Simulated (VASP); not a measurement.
# Te2Mo in VASP: notebook

Aim: see how the results for Te2Mo move with the level of theory and the settings. Levels: r2SCAN+rVV10, PBE. Tasks: single point.

All numbers are computed with VASP 6.6.1; they aren't measurements. Logs are shortened: lines on timing, memory, paths and dates and some standing lists are left out, and cuts for length are marked.

**What was measured.**

“Broadband infrared study of pressure-tunable Fano resonance and metallization transition in 2H-MoTe2”, 2022, pmc:9569381 quotes, for a bulk crystal of Te2Mo at 300 K: band gap 0.88 ± 0.05 eV (indirect).

The results are compared with them further down.

**1. The cell of the first run**

The structure is hexagonal, space group P6_3/mmc (No. 194). Conventional cell: a = 3.542 Å, b = 3.542 Å, c = 14.066 Å, α = 90.00°, β = 90.00°, γ = 120.00°. Te (site symmetry 3m) has 3 Mo at 2.73 Å and 7 Te at 3.54 to 3.63 Å within 3.7 Å. Within 3.6 Å of Mo (site symmetry -6m2) lie 6 Te at 2.73 Å and 6 Mo at 3.54 Å.

**2. Single point, r2SCAN+rVV10**

File POSCAR:

```
Te2Mo
1.0
    3.5415000168      0.0000000000      0.0000000000
   -1.7707500084      3.0670289820      0.0000000000
    0.0000000000      0.0000000000     14.0661430943
Te Mo
4 2
Direct
    0.6666666667      0.3333333333      0.3790000000
    0.3333333333      0.6666666667      0.8790000000
    0.6666666667      0.3333333333      0.1210000000
    0.3333333333      0.6666666667      0.6210000000
    0.6666666667      0.3333333333      0.7500000000
    0.3333333333      0.6666666667      0.2500000000
```

File INCAR.step1:

```
SYSTEM = Te2Mo
ALGO     = Normal         ! electronic algorithm
EDIFF    = 1E-4           ! SCF threshold, eV
ENCUT    = 520            ! plane-wave cutoff, eV
GGA      = PE             ! functional
ISMEAR   = -1             ! smearing method
LASPH    = .TRUE.         ! aspherical terms in the spheres
LCHARG   = .FALSE.        ! write CHGCAR
LREAL    = .FALSE.        ! projectors in reciprocal space
LWAVE    = .TRUE.         ! write WAVECAR
NBANDS   = 35             ! bands
NELM     = 60             ! most SCF steps
PREC     = Accurate       ! precision mode
SIGMA    = 0.05           ! smearing width, eV
```

File INCAR.step2:

```
SYSTEM = Te2Mo
ALGO     = Normal         ! electronic algorithm
BPARAM   = 11.95        
CPARAM   = 0.0093       
EDIFF    = 1E-7           ! SCF threshold, eV
ENCUT    = 520            ! plane-wave cutoff, eV
ISIF     = 2              ! what is computed and relaxed
ISMEAR   = -1             ! smearing method
ISTART   = 1            
IVDW_NL  = 2            
LASPH    = .TRUE.         ! aspherical terms in the spheres
LCHARG   = .FALSE.        ! write CHGCAR
LMIXTAU  = .TRUE.       
LREAL    = .FALSE.        ! projectors in reciprocal space
LUSE_VDW = .TRUE.       
LWAVE    = .FALSE.        ! write WAVECAR
METAGGA  = R2SCAN         ! meta-GGA
NBANDS   = 35             ! bands
NELM     = 60             ! most SCF steps
PREC     = Accurate       ! precision mode
SIGMA    = 0.05           ! smearing width, eV
```

File KPOINTS:

```
k-points
0
G
  9 9 2
  0 0 0
```

Potentials or basis: VASP PAW PBE potentials, release 64 (Te, Mo_sv).

Launch:

```
$ cat potpaw_PBE.64/Te/POTCAR potpaw_PBE.64/Mo_sv/POTCAR > POTCAR
$ cp INCAR.step1 INCAR
$ mpirun -np 1 vasp_std > vasp.out
$ cp INCAR.step2 INCAR
$ mpirun -np 1 vasp_std > vasp.out
```

OUTCAR:

```text
SYSTEM = Te2Mo
   BPARAM = 11.95
   EDIFF = 1E-7
   ENCUT = 520
   ISIF = 2
   ISMEAR = -1
   ISTART = 1
   IVDW_NL = 2
   LASPH = .TRUE.
   LREAL = .FALSE.
   METAGGA = R2SCAN
   NELM = 60
   PREC = Accurate

 ion  position               nearest neighbor table
   1  0.667  0.333  0.379-   6 2.73   6 2.73   6 2.73   3 3.63
   2  0.333  0.667  0.879-   5 2.73   5 2.73   5 2.73   4 3.63
   3  0.667  0.333  0.121-   6 2.73   6 2.73   6 2.73   1 3.63
   4  0.333  0.667  0.621-   5 2.73   5 2.73   5 2.73   2 3.63
   5  0.667  0.333  0.750-   2 2.73   4 2.73   2 2.73   4 2.73   2 2.73   4 2.73
   6  0.333  0.667  0.250-   1 2.73   3 2.73   1 2.73   3 2.73   1 2.73   3 2.73

  LATTYP: Found a hexagonal cell.
 ALAT       =     3.5415000168
 C/A-ratio  =     3.9718037633

  Lattice vectors:

 A1 = (   3.5415000168,   0.0000000000,   0.0000000000)
 A2 = (  -1.7707500084,   3.0670289820,   0.0000000000)
 A3 = (   0.0000000000,   0.0000000000,  14.0661430943)

Analysis of symmetry for initial positions (statically):
=====================================================================
 Subroutine PRICEL returns:
 Original cell was already a primitive cell.

 Routine SETGRP: Setting up the symmetry group for a
 hexagonal supercell.

 Subroutine GETGRP returns: Found 24 space group operations
 (whereof 12 operations were pure point group operations)
 out of a pool of 24 trial point group operations.

The static configuration has the point symmetry D_3d.
 The point group associated with its full space group is D_6h.

Analysis of symmetry for dynamics (positions and initial velocities):
=====================================================================
 Subroutine PRICEL returns:
 Original cell was already a primitive cell.

 Routine SETGRP: Setting up the symmetry group for a
 hexagonal supercell.

 Subroutine GETGRP returns: Found 24 space group operations
 (whereof 12 operations were pure point group operations)
 out of a pool of 24 trial point group operations.

The dynamic configuration has the point symmetry D_3d.
 The point group associated with its full space group is D_6h.

 Subroutine INISYM returns: Found 24 space group operations
 (whereof 12 operations are pure point group operations),
 and found     1 'primitive' translations

[... 100 lines left out ...]
   NELM   =     60;   NELMIN=  2; NELMDL=  0     # of ELM steps
   EDIFF  = 0.1E-06   stopping-criterion for ELM
   LREAL  =      F    real-space projection
   EDIFFG = 0.1E-05   stopping-criterion for IOM
   NSW    =      0    number of steps for IOM
   IBRION =     -1    ionic relax: 0-MD 1-quasi-New 2-CG
   NFREE  =      0    steps in history (QN), initial steepest desc. (CG)
   ISIF   =      2    stress and relaxation
   ISYM   =      2    0-nonsym 1-usesym 2-fastsym
   POTIM  = 0.5000    time-step for ionic-motion
   TEBEG  =    0.0;   TEEND  =   0.0 temperature during run
   PSTRESS=    0.0 pullay stress
   NELECT =      52.0000    total number of electrons
   NUPDOWN=      -1.0000    fix difference up-down
   EMIN   =  10.00;   EMAX   =-10.00  energy-range for DOS
   EFERMI =   0.00;   METHOD = LEGACY
   ISMEAR =    -1;   SIGMA  =   0.05  broadening in eV -4-tet -1-fermi 0-gaus
   EFERMI_NEDOS =   21; number of points for ismear=-14 and -15
   IALGO  =     38    algorithm
   IMIX   =      4    mixing-type and parameters
     AMIX     =   0.40;   BMIX     =  1.00
     AMIX_MAG =   1.60;   BMIX_MAG =  1.00
  volume/ion in A,a.u.               =      25.46       171.84
  Fermi-wavevector in a.u.,A,eV,Ry     =   1.143008  2.159972 17.775563  1.306467
  Thomas-Fermi vector in A             =   2.279704
   LORBIT       =      0    0 simple, 1 ext, 2 COOP (PROOUT), +10 PAW based schemes
   METAGGA = R2SCAN    functional components
   LHFCALC =     F    Hartree Fock is set to
   AEXX    =    0.0000 exact exchange contribution
   IVDW_NL    =     2    kernel type
   BPARAM     =11.9500
   IVDW    =     0    specifies the selected vdW correction
   LEPSILON=     F    determine dielectric tensor
   LRPA    =     F    only Hartree local field effects (RPA)
 non-spin polarized calculation
  energy-cutoff  :      520.00
  volume of cell :      152.78
 maximum number of plane-waves:      4192
 NGX is ok and might be reduce to    28
   NGX = 13   NGY = 13   NGZ = 53

 number of electron      52.0000000 magnetization

 Free energy of the ion-electron system (eV)
  ---------------------------------------------------
  ext. energy  EPLUGINS =         0.00000000
  ---------------------------------------------------
  free energy    TOTEN  =      -154.49900805 eV

  energy without entropy =     -154.49899867  energy(sigma->0) =     -154.49900336

 E-fermi :   8.2047     XC(G=0): -10.9656

 val. band max:        7.7964117580   @ k =   0.0000   0.0000   0.0000
 cond. band min:       8.6750258442   @ k =   0.2222   0.2222   0.0000
 fundamental gap:      0.8786140862
 Fermi energy:         8.2047260149

 k-point     1 :       0.0000    0.0000    0.0000
  band No.  band energies     occupation
      1     -54.9972      2.00000
      2     -54.9972      2.00000
      3     -28.4260      2.00000
      4     -28.4259      2.00000
      5     -28.3150      2.00000
      6     -28.3150      2.00000
[... 901 lines left out ...]
     34      11.5935      0.00000
     35      12.9489      0.00000

------------------------ aborting loop because EDIFF is reached ----------------------------------------

  FORCE on cell =-STRESS in cart. coord.  units (eV):
  Direction    XX          YY          ZZ          XY          YZ          ZX
  --------------------------------------------------------------------------------------
  -------------------------------------------------------------------------------------
  Total       -0.2563423     -0.2563423     -1.1813331      0.0000000      0.0000000      0.0000000
  in kB       -2.6881332     -2.6881332    -12.3880455      0.0000000      0.0000000      0.0000000
  external PRESSURE =      -5.9214373 kB  Pullay stress =       0.0000000 kB

 VOLUME and BASIS-vectors are now :
 -----------------------------------------------------------------------------
  energy-cutoff  :      520.00
  volume of cell :      152.78
      direct lattice vectors                 reciprocal lattice vectors
     3.541500017  0.000000000  0.000000000     0.282366228  0.163024218  0.000000000
    -1.770750008  3.067028982  0.000000000     0.000000000  0.326048435  0.000000000
     0.000000000  0.000000000 14.066143094     0.000000000  0.000000000  0.071092694

 POSITION                                       TOTAL-FORCE (eV/Angst)
 -----------------------------------------------------------------------------------
      1.77075      1.02234      5.33107         0.000000      0.000000     -0.265946
     -0.00000      2.04469     12.36414         0.000000     -0.000000     -0.265946
      1.77075      1.02234      1.70200         0.000000      0.000000      0.265946
     -0.00000      2.04469      8.73507         0.000000     -0.000000      0.265946
      1.77075      1.02234     10.54961        -0.000000     -0.000000      0.000000
     -0.00000      2.04469      3.51654         0.000000      0.000000      0.000000
 -----------------------------------------------------------------------------------
    total drift:                               -0.000000      0.000000     -0.000000

  FREE ENERGIE OF THE ION-ELECTRON SYSTEM (eV)
  ---------------------------------------------------
  free  energy   TOTEN  =      -154.4990080527 eV

  energy  without entropy=     -154.4989986730  energy(sigma->0) =     -154.49900336
```

It took 19 min on 1 thread of AMD EPYC 7R13, shared host; peak memory 0.64 GiB.

Results:

```yaml
Free_energy: -154.4990 eV
Pressure: -0.6 GPa
Largest_force: 0.266 eV/Å
Band_gap_on_the_k_mesh: 0.88 eV (least direct gap 1.10 eV)
```

Forces in eV/Å, atoms in the order of the input:
```
Te   0.000  0.000 -0.266
Te   0.000  0.000 -0.266
Te   0.000  0.000  0.266
Te   0.000  0.000  0.266
Mo   0.000  0.000  0.000
Mo   0.000  0.000  0.000
```

Stress tensor (GPa, compression positive):
```
-0.27  0.00  0.00
 0.00 -0.27  0.00
 0.00  0.00 -1.24
```

Levels at points of the mesh, in eV from the valence-band top:
```csv
k point,band 22,band 23,band 24,band 25,band 26,band 27,band 28,band 29,band 30,band 31
"(0.00, 0.00, 0.00)",-1.09,-1.09,-1.03,-0.43,0.00,2.95,2.95,3.08,3.08,3.17
"(0.00, 0.00, 0.50)",-1.11,-1.11,-1.11,-0.10,-0.10,2.99,2.99,2.99,2.99,3.33
```

Caveat: the PAW data sets were made with another functional, which shifts forces and pressure a little; spin-orbit coupling is left out, which moves the levels of the heavy elements.

**3. Single point, r2SCAN+rVV10**

This run uses another cell than the first one, of 25.96 Å³/atom.

Changes to POSCAR since step 2:

```diff
@@ -2,5 +2,5 @@
 1.0
-    3.5415000168      0.0000000000      0.0000000000
-   -1.7707500084      3.0670289820      0.0000000000
-    0.0000000000      0.0000000000     14.0661430943
+    3.5644974145      0.0000000000      0.0000000000
+   -1.7822487073      3.0869453127      0.0000000000
+    0.0000000000      0.0000000000     14.1574842452
 Te Mo
```

File INCAR.step1:

```
SYSTEM = Te2Mo
ALGO = Normal ; EDIFF = 1E-4
ENCUT = 520 ; GGA = PE
ISMEAR = -1 ; LASPH = .True.
LCHARG = .False. ; LREAL = .False.
LWAVE = .True. ; NBANDS = 35
NELM = 80 ; PREC = Accurate
SIGMA = 0.05
```

File INCAR.step2:

```
SYSTEM = Te2Mo
ALGO = Normal ; BPARAM = 11.95
CPARAM = 0.0093 ; EDIFF = 1E-7
ENCUT = 520 ; ISIF = 2
ISMEAR = -1 ; ISTART = 1
IVDW_NL = 2 ; LASPH = .True.
LCHARG = .False. ; LMIXTAU = .True.
LREAL = .False. ; LUSE_VDW = .True.
LWAVE = .False. ; METAGGA = R2SCAN
NBANDS = 35 ; NELM = 80
PREC = Accurate ; SIGMA = 0.05
```

File KPOINTS:

```
k-points
0
Gamma
  9 9 2
  0 0 0
```

Potentials or basis: VASP PAW PBE potentials, release 64 (Te, Mo_sv).

Launch:

```
$ cat potpaw_PBE.64/Te/POTCAR potpaw_PBE.64/Mo_sv/POTCAR > POTCAR
$ cp INCAR.step1 INCAR
$ mpirun -np 1 vasp_std > vasp.out
$ cp INCAR.step2 INCAR
$ mpirun -np 1 vasp_std > vasp.out
```

Run time: 7.5 min. Hardware: 1 thread of Intel Xeon 6975P-C (Granite Rapids), shared host; peak memory 0.67 GiB.

Results (log left out):

```yaml
Free_energy: -154.4707 eV
Pressure: -2.4 GPa
Largest_force: 0.513 eV/Å
Band_gap_on_the_k_mesh: 0.89 eV (least direct gap 1.07 eV)
```

Forces on the atoms (eV/Å):
```
Te   0.000  0.000 -0.513
Te   0.000  0.000 -0.513
Te   0.000  0.000  0.513
Te   0.000  0.000  0.513
Mo   0.000  0.000  0.000
Mo   0.000  0.000  0.000
```

Stress tensor (GPa, compression positive):
```
-1.96  0.00  0.00
 0.00 -1.96  0.00
 0.00  0.00 -3.37
```

Levels at points of the mesh, in eV from the valence-band top:
| k point | band 22 | band 23 | band 24 | band 25 | band 26 | band 27 | band 28 | band 29 | band 30 | band 31 |
| --- | --- | --- | --- | --- | --- | --- | --- | --- | --- | --- |
| (0.00, 0.00, 0.00) | -1.06 | -1.06 | -0.97 | -0.44 | 0.00 | 2.88 | 2.88 | 3.01 | 3.01 | 3.09 |
| (0.00, 0.00, 0.50) | -1.07 | -1.07 | -1.07 | -0.10 | -0.10 | 2.92 | 2.92 | 2.92 | 2.92 | 3.23 |

Caveat: the PAW data sets were made with another functional, which shifts forces and pressure a little; spin-orbit coupling is left out, which moves the levels of the heavy elements. r2SCAN opens gaps a little over a GGA but as a rule still falls short of measured ones.

**4. Single point, r2SCAN+rVV10**

This run uses another cell than the first one, of 26.46 Å³/atom.

Changes to POSCAR since step 3:

```diff
@@ -2,5 +2,5 @@
 1.0
-    3.5644974145      0.0000000000      0.0000000000
-   -1.7822487073      3.0869453127      0.0000000000
-    0.0000000000      0.0000000000     14.1574842452
+    3.5872018318      0.0000000000      0.0000000000
+   -1.7936009159      3.1066079149      0.0000000000
+    0.0000000000      0.0000000000     14.2476617354
 Te Mo
```

File INCAR.step1:

```
  PREC = Accurate
  ENCUT = 520
  ISMEAR = -1
  SIGMA = 0.05
  LREAL = False
  LASPH = True
  NELM = 80
  NBANDS = 35
  GGA = PE
  ALGO = Normal
  EDIFF = 1E-4
  LWAVE = True
  LCHARG = False
```

File INCAR.step2:

```
  PREC = Accurate
  ENCUT = 520
  EDIFF = 1E-7
  ISMEAR = -1
  SIGMA = 0.05
  LREAL = False
  LASPH = True
  NELM = 80
  ALGO = Normal
  ISIF = 2
  LWAVE = False
  LCHARG = False
  METAGGA = R2SCAN
  LMIXTAU = True
  LUSE_VDW = True
  IVDW_NL = 2
  BPARAM = 11.95
  CPARAM = 0.0093
  NBANDS = 35
  ISTART = 1
```

File KPOINTS:

```
regular mesh
0
Gamma
  9 9 2
```

Launch:

```
$ cat potpaw_PBE.64/Te/POTCAR potpaw_PBE.64/Mo_sv/POTCAR > POTCAR
$ cp INCAR.step1 INCAR
$ mpirun -np 1 vasp_std > vasp.out
$ cp INCAR.step2 INCAR
$ mpirun -np 1 vasp_std > vasp.out
```

It took 6.8 min on 1 thread of Intel Xeon 6975P-C (Granite Rapids), shared host; peak memory 0.67 GiB.

Results (log left out):

- Free energy: -154.4097 eV
- Pressure: -4.1 GPa
- Largest force: 0.744 eV/Å
- Band gap on the k mesh: 0.89 eV (least direct gap 1.04 eV)

Forces on the atoms (eV/Å):
```
Te   0.000  0.000 -0.744
Te   0.000  0.000 -0.744
Te   0.000  0.000  0.744
Te   0.000  0.000  0.744
Mo   0.000  0.000  0.000
Mo   0.000  0.000  0.000
```

Stress tensor (GPa, compression positive):
```
-3.48  0.00  0.00
 0.00 -3.48  0.00
 0.00  0.00 -5.29
```

Levels at points of the mesh, in eV from the valence-band top:
| k point | band 23 | band 24 | band 25 | band 26 | band 27 | band 28 | band 29 | band 30 |
| --- | --- | --- | --- | --- | --- | --- | --- | --- |
| (0.00, 0.00, 0.00) | -1.03 | -0.92 | -0.45 | 0.00 | 2.81 | 2.81 | 2.94 | 2.94 |
| (0.00, 0.00, 0.50) | -1.04 | -1.04 | -0.10 | -0.10 | 2.85 | 2.85 | 2.85 | 2.85 |

Caveat: the cell stands under tension; the PAW data sets were made with another functional, which shifts forces and pressure a little; spin-orbit coupling is left out, which moves the levels of the heavy elements.

[end of part 1 of 2]
